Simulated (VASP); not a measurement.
Input of a VASP 6.6.1 run:

INCAR

```
PREC     = Accurate       # precision mode
ENCUT    = 520            # plane-wave cutoff, eV
EDIFF    = 1E-8           # SCF threshold, eV
ISMEAR   = 0              # smearing method
SIGMA    = 0.01           # smearing width, eV
LREAL    = F              # projectors in reciprocal space
LASPH    = T              # aspherical terms in the spheres
NELM     = 60             # most SCF steps
ALGO     = Normal         # electronic algorithm
ISIF     = 2              # what is computed and relaxed
LWAVE    = F              # write WAVECAR
LCHARG   = F              # write CHGCAR
METAGGA  = R2SCAN         # meta-GGA
LMIXTAU  = T            
LCALCEPS = T
```

Contents of KPOINTS:

```
regular mesh
0
Gamma
  6 6 6
```

File POSCAR:

```
InP
1.0
    0.0000000000      2.8651740058      2.8651740058
    2.8651740058      0.0000000000      2.8651740058
    2.8651740058      2.8651740058      0.0000000000
In P
1 1
Direct
    0.0000000000      0.0000000000      0.0000000000
    0.2500000000      0.2500000000      0.2500000000
```

Potentials or basis: VASP PAW PBE potentials, release 64 (In_d, P).

Command:

```sh
$ cat potpaw_PBE.64/In_d/POTCAR potpaw_PBE.64/P/POTCAR > POTCAR
$ mpirun -np 1 vasp_std > vasp.out
```

Task: Estimate the electronic dielectric tensor (diagonal).

Result: 8.61.

Task: What does it give for the Born charges (mean of the diagonal)?

Result: In +2.44; P -2.44 e.

Task: Estimate the band gap on the k mesh.

Result: 1.56 eV.

Dipole moments of the cell (e·Å, modulo the quantum): ionic 7.163, 7.163, 7.163; electronic 0.005, 0.005, 0.025

Caveat: the cell differs from its parent crystal (strain -3.0%); spin-orbit coupling is left out, which moves the levels of the heavy elements. A k mesh can miss the band edges.
